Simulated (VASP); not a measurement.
# Rh in VASP: a series of runs

The runs below take Rh through single point, relaxation of cell and atoms, with PBE.

Everything below comes from runs of VASP 6.6.1. Logs are shortened: lines on timing, memory, paths and dates and some standing lists are left out, and cuts for length are marked.

**1. The cell of the first run**

The typed cell holds 1 atom: a = 2.638 Å, b = 2.638 Å, c = 2.552 Å, α = 90.00°, β = 90.00°, γ = 120.02°.

The cell was built from a structure type or drawn by symmetry, and may not be a known phase.

**2. Single point, PBE**

INCAR

```
SYSTEM = Rh
  PREC = Accurate
  ENCUT = 520
  EDIFF = 1E-6
  ISMEAR = 0
  SIGMA = 0.1
  LREAL = .FALSE.
  LASPH = .TRUE.
  NELM = 80
  ALGO = Fast
  ISIF = 2
  LWAVE = .FALSE.
  LCHARG = .TRUE.
  GGA = PE
  LELF = .TRUE.
  LVHAR = .TRUE.
  NBANDS = 14
```

KPOINTS

```
regular mesh
0
G
  6 6 14
  0 0 0
```

POSCAR

```
Rh
1.0
    1.3183435369     -2.2844369992      0.0000000000
    1.3183435369      2.2844369992      0.0000000000
    0.0000000000      0.0000000000      2.5520144649
Rh
1
Direct
    0.5000000000      0.5000000000      0.0000000000
```

Potentials or basis: VASP PAW PBE potentials, release 64 (Rh_pv).

Launch:

```console
$ cat potpaw_PBE.64/Rh_pv/POTCAR > POTCAR
$ mpirun -np 1 vasp_std > vasp.out
```

OUTCAR:

```text
SYSTEM = Rh
   PREC = Accurate
   ENCUT = 520
   EDIFF = 1E-6
   ISMEAR = 0
   LREAL = .FALSE.
   LASPH = .TRUE.
   NELM = 80
   ISIF = 2
   GGA = PE

 ion  position               nearest neighbor table
   1  0.500  0.500  0.000-

  LATTYP: Found a base centered orthorhombic cell.
 ALAT       =     2.6366870738
 B/A-ratio  =     1.7328085854
 C/A-ratio  =     0.9678867433

  Lattice vectors:

 A1 = (   1.3183435369,  -2.2844369992,   0.0000000000)
 A2 = (   1.3183435369,   2.2844369992,   0.0000000000)
 A3 = (   0.0000000000,   0.0000000000,   2.5520144649)

Analysis of symmetry for initial positions (statically):
=====================================================================
 Subroutine PRICEL returns:
 Original cell was already a primitive cell.

 Routine SETGRP: Setting up the symmetry group for a
 base centered orthorhombic supercell.

 Subroutine GETGRP returns: Found  8 space group operations
 (whereof  8 operations were pure point group operations)
 out of a pool of  8 trial point group operations.

The static configuration has the point symmetry D_2h.

Analysis of symmetry for dynamics (positions and initial velocities):
=====================================================================
 Subroutine PRICEL returns:
 Original cell was already a primitive cell.

 Routine SETGRP: Setting up the symmetry group for a
 base centered orthorhombic supercell.

 Subroutine GETGRP returns: Found  8 space group operations
 (whereof  8 operations were pure point group operations)
 out of a pool of  8 trial point group operations.

The dynamic configuration has the point symmetry D_2h.

 Subroutine INISYM returns: Found  8 space group operations
 (whereof  8 operations are pure point group operations),
 and found     1 'primitive' translations

----------------------------------------------------------------------------------------

                                     Primitive cell

  volume of cell :      15.3717

  direct lattice vectors                    reciprocal lattice vectors
     1.318343537 -2.284436999  0.000000000     0.379263816 -0.218872309  0.000000000
     1.318343537  2.284436999  0.000000000     0.379263816  0.218872309  0.000000000
     0.000000000  0.000000000  2.552014465     0.000000000  0.000000000  0.391847309

  length of vectors
     2.637552290  2.637552290  2.552014465     0.437888261  0.437888261  0.391847309

  position of ions in fractional coordinates (direct lattice)
     0.500000000  0.500000000  0.000000000

  ion indices of the primitive-cell ions
   primitive index   ion index
                 1           1

----------------------------------------------------------------------------------------

 KPOINTS: regular mesh

Automatic generation of k-mesh.
 Grid dimensions read from file:
 generate k-points for:    6    6   14

 Generating k-lattice:

  Cartesian coordinates                     Fractional coordinates (reciprocal lattice)
     0.063210636 -0.036478718  0.000000000     0.166666667  0.000000000  0.000000000
     0.063210636  0.036478718  0.000000000     0.000000000  0.166666667  0.000000000
     0.000000000  0.000000000  0.027989093     0.000000000  0.000000000  0.071428571

  Length of vectors
     0.072981377  0.072981377  0.027989093

  Shift w.r.t. Gamma in fractional coordinates (k-lattice)
     0.000000000  0.000000000  0.000000000

 Subroutine IBZKPT returns following result:
 ===========================================

 Found    104 irreducible k-points:

 Following reciprocal coordinates:
            Coordinates               Weight
  0.000000  0.000000  0.000000      1.000000
  0.166667  0.000000  0.000000      4.000000
  0.333333 -0.000000  0.000000      4.000000
  0.500000  0.000000  0.000000      2.000000
  0.166667  0.166667  0.000000      2.000000
  0.333333  0.166667  0.000000      4.000000
[... 16 lines left out ...]
  0.333333  0.333333  0.071429      4.000000
  0.500000  0.333333  0.071429      8.000000
 [... further k-points ...]
   k-points           NKPTS =    104   k-points in BZ     NKDIM =    104   number of bands    NBANDS=     14
   number of dos      NEDOS =    301   number of ions     NIONS =      1
   total plane-waves  NPLWV =   8000
   dimension x,y,z NGX =    20 NGY =   20 NGZ =   20
   dimension x,y,z NGXF=    40 NGYF=   40 NGZF=   40
   ions per type =               1
   NGX,Y,Z   is equivalent  to a cutoff of  12.61, 12.61, 13.03 a.u.
   NGXF,Y,Z  is equivalent  to a cutoff of  25.21, 25.21, 26.06 a.u.
 SYSTEM =  Rh
   PREC   = accura    normal or accurate (medium, high low for compatibility)
   ISTART =      0    job   : 0-new  1-cont  2-samecut
   ICHARG =      2    charge: 1-file 2-atom 10-const
   ISPIN  =      1    spin polarized calculation?
   LNONCOLLINEAR =      F non collinear calculations
   LSORBIT =      F    spin-orbit coupling
   LASPH  =      T    aspherical Exc in radial PAW
   ENCUT  =  520.0 eV  38.22 Ry    6.18 a.u.   4.90  4.90  4.75*2*pi/ulx,y,z
   NELM   =     80;   NELMIN=  2; NELMDL= -5     # of ELM steps
   EDIFF  = 0.1E-05   stopping-criterion for ELM
   LREAL  =      F    real-space projection
   EDIFFG = 0.1E-04   stopping-criterion for IOM
   NSW    =      0    number of steps for IOM
   IBRION =     -1    ionic relax: 0-MD 1-quasi-New 2-CG
   NFREE  =      0    steps in history (QN), initial steepest desc. (CG)
   ISIF   =      2    stress and relaxation
   ISYM   =      2    0-nonsym 1-usesym 2-fastsym
   POTIM  = 0.5000    time-step for ionic-motion
   TEBEG  =    0.0;   TEEND  =   0.0 temperature during run
   PSTRESS=    0.0 pullay stress
   NELECT =      15.0000    total number of electrons
   NUPDOWN=      -1.0000    fix difference up-down
   EMIN   =  10.00;   EMAX   =-10.00  energy-range for DOS
   EFERMI =   0.00;   METHOD = LEGACY
   ISMEAR =     0;   SIGMA  =   0.10  broadening in eV -4-tet -1-fermi 0-gaus
   EFERMI_NEDOS =   21; number of points for ismear=-14 and -15
   IALGO  =     68    algorithm
   IMIX   =      4    mixing-type and parameters
     AMIX     =   0.40;   BMIX     =  1.00
     AMIX_MAG =   1.60;   BMIX_MAG =  1.00
  volume/ion in A,a.u.               =      15.37       103.73
  Fermi-wavevector in a.u.,A,eV,Ry     =   1.623797  3.068531 35.874689  2.636715
  Thomas-Fermi vector in A             =   2.717188
   LORBIT       =      0    0 simple, 1 ext, 2 COOP (PROOUT), +10 PAW based schemes
   GGA     = PE    functional components
   LHFCALC =     F    Hartree Fock is set to
   AEXX    =    0.0000 exact exchange contribution
   IVDW    =     0    specifies the selected vdW correction
   LEPSILON=     F    determine dielectric tensor
   LRPA    =     F    only Hartree local field effects (RPA)
 non-spin polarized calculation
 RMM-DIIS sequential band-by-band and
 Gauss-broadening in eV      SIGMA  =   0.10
  energy-cutoff  :      520.00
  volume of cell :       15.37
 maximum number of plane-waves:       432
   NGX =  9   NGY =  9   NGZ =  9

 number of electron      15.0000006 magnetization

 Free energy of the ion-electron system (eV)
  ---------------------------------------------------
  ext. energy  EPLUGINS =         0.00000000
  ---------------------------------------------------
  free energy    TOTEN  =        -6.71898668 eV

  energy without entropy =       -6.70893082  energy(sigma->0) =       -6.71395875

 E-fermi :   9.9430     XC(G=0): -13.2347

 val. band max:        9.8881683876   @ k =   0.1667   0.1667   0.1429
 cond. band min:       9.9502913806   @ k =   0.3333  -0.0000   0.0000
 fundamental gap:      0.0621229930
 Fermi energy:         9.9430155650

 k-point     1 :       0.0000    0.0000    0.0000
  band No.  band energies     occupation
      1     -36.1457      2.00000
      2     -36.1456      2.00000
      3     -36.0018      2.00000
      4       2.9114      2.00000
      5       4.8812      2.00000
      6       7.3445      2.00000
      7       7.3521      2.00000
      8      10.7898      0.00000
      9      10.7908      0.00000
     10      26.1421      0.00000
     11      26.4747      0.00000
     12      30.9974      0.00000
     13      32.9155      0.00000
     14      32.9259      0.00000

 k-point     2 :       0.1667    0.0000    0.0000
  band No.  band energies     occupation
      1     -36.3209      2.00000
      2     -36.1871      2.00000
      3     -35.9826      2.00000
      4       3.8616      2.00000
      5       5.2189      2.00000
      6       6.8837      2.00000
      7       8.1125      2.00000
      8      10.1318      0.00759
      9      10.6679      0.00000
     10      26.5458      0.00000
     11      27.8674      0.00000
     12      29.5152      0.00000
     13      30.2984      0.00000
     14      30.9872      0.00000

 k-point     3 :       0.3333   -0.0000    0.0000
  band No.  band energies     occupation
      1     -36.6626      2.00000
      2     -36.2692      2.00000
      3     -35.9440      2.00000
      4       4.7336      2.00000
      5       5.5971      2.00000
      6       8.3445      2.00000
      7       9.0329      2.00000
      8       9.9503      0.91805
      9      10.4313      0.00000
     10      21.3358      0.00000
     11      26.7001      0.00000
     12      29.9528      0.00000
     13      31.5110      0.00000
     14      32.6571      0.00000
[... 324 lines left out ...]
 k-point    23 :       0.3333    0.3333    0.0714
  band No.  band energies     occupation
      1     -36.6224      2.00000
      2     -36.6216      2.00000
      3     -35.9464      2.00000
      4       6.3861      2.00000
      5       6.7868      2.00000
      6       6.7906      2.00000
      7       9.0596      2.00000
      8       9.0606      2.00000
      9      17.4037      0.00000
     10      17.4067      0.00000
     11      17.8847      0.00000
     12      30.9827      0.00000
     13      32.2979      0.00000
     14      32.3008      0.00000

 k-point    24 :       0.5000    0.3333    0.0714
  band No.  band energies     occupation
      1     -36.7389      2.00000
      2     -36.3968      2.00000
      3     -35.9564      2.00000
      4       5.3518      2.00000
      5       6.1831      2.00000
      6       7.7971      2.00000
      7       8.9106      2.00000
      8       9.8324      1.88226
      9      13.1932      0.00000
     10      18.9674      0.00000
     11      22.4039      0.00000
     12      29.8168      0.00000
     13      30.9826      0.00000
     14      33.8305      0.00000

 [... further k-points ...]

------------------------ aborting loop because EDIFF is reached ----------------------------------------

  FORCE on cell =-STRESS in cart. coord.  units (eV):
  Direction    XX          YY          ZZ          XY          YZ          ZX
  --------------------------------------------------------------------------------------
  -------------------------------------------------------------------------------------
  Total        0.0108040     -0.0014589     -0.0110268      0.0000000      0.0000000      0.0000000
  in kB        1.1260898     -0.1520613     -1.1493191      0.0000000      0.0000000      0.0000000
  external PRESSURE =      -0.0584302 kB  Pullay stress =       0.0000000 kB

 VOLUME and BASIS-vectors are now :
 -----------------------------------------------------------------------------
  energy-cutoff  :      520.00
  volume of cell :       15.37
      direct lattice vectors                 reciprocal lattice vectors
     1.318343537 -2.284436999  0.000000000     0.379263816 -0.218872309  0.000000000
     1.318343537  2.284436999  0.000000000     0.379263816  0.218872309  0.000000000
     0.000000000  0.000000000  2.552014465     0.000000000  0.000000000  0.391847309

 POSITION                                       TOTAL-FORCE (eV/Angst)
 -----------------------------------------------------------------------------------
      1.31834      0.00000      0.00000         0.000000      0.000000      0.000000
 -----------------------------------------------------------------------------------
    total drift:                                0.000000      0.000000     -0.000000

  FREE ENERGIE OF THE ION-ELECTRON SYSTEM (eV)
  ---------------------------------------------------
  free  energy   TOTEN  =        -6.7189866809 eV

  energy  without entropy=       -6.7089308243  energy(sigma->0) =       -6.71395875
```

It took 21 s on 1 thread of Intel Xeon 8259CL, shared host; peak memory 0.14 GiB.

Results:

```yaml
Free_energy: -6.7190 eV
Pressure: 0.0 GPa
Band_gap_on_the_k_mesh: zero (an odd number of electrons rules out a gap without spin polarisation)
```

Levels at points of the mesh, in eV from the Fermi level:
```
           k point  band 5  band 6  band 7  band 8  band 9  band 10
(0.00, 0.00, 0.00)   -5.06   -2.60   -2.59    0.85    0.85    16.20
(0.50, 0.00, 0.00)   -3.94   -1.38    0.37    0.96    1.18     7.81
(0.50, 0.50, 0.00)   -3.95   -1.38    0.38    0.96    1.18     7.80
(0.00, 0.00, 0.50)   -2.17   -2.16   -0.98   -0.98   -0.24     6.14
(0.50, 0.00, 0.50)   -4.63   -1.83    1.34    2.09    6.59     6.81
(0.50, 0.50, 0.50)   -4.63   -1.82    1.34    2.09    6.58     6.80
```

Caveat: the k points lie up to 0.46 Å⁻¹ apart, too coarse for converged energies and pressures of a metal.

**3. Single point, PBE, collinear spin, ferromagnetic start**

INCAR

```
ALGO     = Normal         # electronic algorithm
EDIFF    = 1E-6           # SCF threshold, eV
ENCUT    = 520            # plane-wave cutoff, eV
GGA      = PE             # functional
ISIF     = 2              # what is computed and relaxed
ISMEAR   = 0              # smearing method
ISPIN    = 2              # spin polarisation
LASPH    = T              # aspherical terms in the spheres
LCHARG   = T              # write CHGCAR
LELF     = T              # ELF
LMAXMIX  = 4              # l up to which the mixer works
LORBIT   = 11             # projections on sites
LREAL    = F              # projectors in reciprocal space
LVHAR    = T            
LWAVE    = F              # write WAVECAR
MAGMOM   = 1              # initial moments
NBANDS   = 18             # bands
NELM     = 150            # most SCF steps
PREC     = Accurate       # precision mode
SIGMA    = 0.1            # smearing width, eV
```

KPOINTS

```
k-points
0
Gamma
  6 6 6
```

POSCAR

```
Rh
1.0
    2.6371196821      0.0000000000      0.0000000000
   -1.3185598411      2.2838126375      0.0000000000
    0.0000000000      0.0000000000      2.5520144649
Rh
1
Direct
    0.0000000000      0.0000000000      0.0000000000
```

Potentials or basis: VASP PAW PBE potentials, release 64 (Rh_pv).

Launch:

```console
$ cat potpaw_PBE.64/Rh_pv/POTCAR > POTCAR
$ mpirun -np 1 vasp_std > vasp.out
```

OUTCAR:

```text
EDIFF = 1E-6
   ENCUT = 520
   GGA = PE
   ISIF = 2
   ISMEAR = 0
   ISPIN = 2
   LASPH = T
   LORBIT = 11
   LREAL = F
   NELM = 150
   PREC = Accurate

 ion  position               nearest neighbor table
   1  0.000  0.000  0.000-

  LATTYP: Found a hexagonal cell.
 ALAT       =     2.6371196821
 C/A-ratio  =     0.9677279656

  Lattice vectors:

 A1 = (   2.6371196821,   0.0000000000,   0.0000000000)
 A2 = (  -1.3185598411,   2.2838126375,   0.0000000000)
 A3 = (   0.0000000000,   0.0000000000,   2.5520144649)

Analysis of symmetry for initial positions (statically):
=====================================================================
 Subroutine PRICEL returns:
 Original cell was already a primitive cell.

 Routine SETGRP: Setting up the symmetry group for a
 hexagonal supercell.

 Subroutine GETGRP returns: Found 24 space group operations
 (whereof 24 operations were pure point group operations)
 out of a pool of 24 trial point group operations.

The static configuration has the point symmetry D_6h.

Analysis of symmetry for dynamics (positions and initial velocities):
[... 687 lines left out ...]
 [... further k-points ...]

 spin component 2

 k-point     1 :       0.0000    0.0000    0.0000
  band No.  band energies     occupation
      1     -36.0876      1.00000
      2     -36.0876      1.00000
      3     -35.9783      1.00000
      4       2.9173      1.00000
      5       4.8841      1.00000
      6       7.3987      1.00000
[... 493 lines left out ...]
     17      39.3572      0.00000
     18      45.6462      0.00000

 [... further k-points ...]

------------------------ aborting loop because EDIFF is reached ----------------------------------------

  FORCE on cell =-STRESS in cart. coord.  units (eV):
  Direction    XX          YY          ZZ          XY          YZ          ZX
  --------------------------------------------------------------------------------------
  -------------------------------------------------------------------------------------
  Total       -0.0180936     -0.0180936      0.3940273      0.0000000      0.0000000      0.0000000
  in kB       -1.8860937     -1.8860937     41.0736600      0.0000000      0.0000000      0.0000000
  external PRESSURE =      12.4338242 kB  Pullay stress =       0.0000000 kB

 VOLUME and BASIS-vectors are now :
 -----------------------------------------------------------------------------
  energy-cutoff  :      520.00
  volume of cell :       15.37
      direct lattice vectors                 reciprocal lattice vectors
     2.637119682  0.000000000  0.000000000     0.379201599  0.218932145  0.000000000
    -1.318559841  2.283812638  0.000000000     0.000000000  0.437864290  0.000000000
     0.000000000  0.000000000  2.552014465     0.000000000  0.000000000  0.391847309

 POSITION                                       TOTAL-FORCE (eV/Angst)
 -----------------------------------------------------------------------------------
      0.00000      0.00000      0.00000         0.000000      0.000000      0.000000
 -----------------------------------------------------------------------------------
    total drift:                               -0.000000      0.000000      0.000000

  FREE ENERGIE OF THE ION-ELECTRON SYSTEM (eV)
  ---------------------------------------------------
  free  energy   TOTEN  =        -6.6395196597 eV

  energy  without entropy=       -6.6250661494  energy(sigma->0) =       -6.63229290

 total charge

# of ion       s       p       d       tot
------------------------------------------
    1        0.399   6.237   7.123  13.759

 magnetization (x)

# of ion       s       p       d       tot
------------------------------------------
    1       -0.000  -0.000  -0.000  -0.000
```

OSZICAR:

```text
N       E                     dE             d eps       ncg     rms          rms(c)
DAV:   1     0.131454260359E+03    0.13145E+03   -0.84606E+03  2032   0.916E+02
DAV:   2    -0.450891729208E+01   -0.13596E+03   -0.12898E+03  2176   0.289E+02
DAV:   3    -0.695135321435E+01   -0.24424E+01   -0.24292E+01  2324   0.414E+01
DAV:   4    -0.696010739349E+01   -0.87542E-02   -0.87534E-02  2208   0.252E+00
DAV:   5    -0.696016791099E+01   -0.60517E-04   -0.60519E-04  2218   0.187E-01    0.864E+00
DAV:   6    -0.664010219752E+01    0.32007E+00   -0.51702E-01  2138   0.832E+00    0.329E+00
DAV:   7    -0.663542983086E+01    0.46724E-02   -0.11709E-02  2144   0.108E+00    0.175E+00
DAV:   8    -0.663509194875E+01    0.33788E-03   -0.33850E-03  2152   0.608E-01    0.803E-01
DAV:   9    -0.663782302882E+01   -0.27311E-02   -0.77532E-04  2152   0.282E-01    0.205E-01
DAV:  10    -0.663845432433E+01   -0.63130E-03   -0.13963E-04  2132   0.971E-02    0.185E-01
DAV:  11    -0.663906252134E+01   -0.60820E-03   -0.96026E-05  2150   0.973E-02    0.996E-02
DAV:  12    -0.663938320523E+01   -0.32068E-03   -0.10862E-04  2124   0.979E-02    0.538E-02
DAV:  13    -0.663946746024E+01   -0.84255E-04   -0.16512E-05  2186   0.399E-02    0.277E-02
DAV:  14    -0.663948688069E+01   -0.19420E-04   -0.22896E-06  2164   0.152E-02    0.229E-02
DAV:  15    -0.663951642231E+01   -0.29542E-04   -0.13661E-05  2086   0.365E-02    0.761E-03
DAV:  16    -0.663951945030E+01   -0.30280E-05   -0.15258E-06  2080   0.114E-02    0.193E-03
DAV:  17    -0.663951965974E+01   -0.20944E-06   -0.12072E-07  1046   0.348E-03
   1 F= -.66395197E+01 E0= -.66322929E+01  d E =-.144535E-01  mag=     0.0003
```

Wall time 29 s (1 thread of Intel Xeon 8259CL, shared host); peak memory 0.14 GiB.

Results:

```
Free energy                                           : -6.6395 eV
Pressure                                              : 1.2 GPa
Net moment                                            : 0.00 μB per cell
Valence electrons inside the program's atomic spheres : Rh 13.76
```

Caveat: the k points lie up to 0.46 Å⁻¹ apart.

(Part 1 of 3 ends here.)
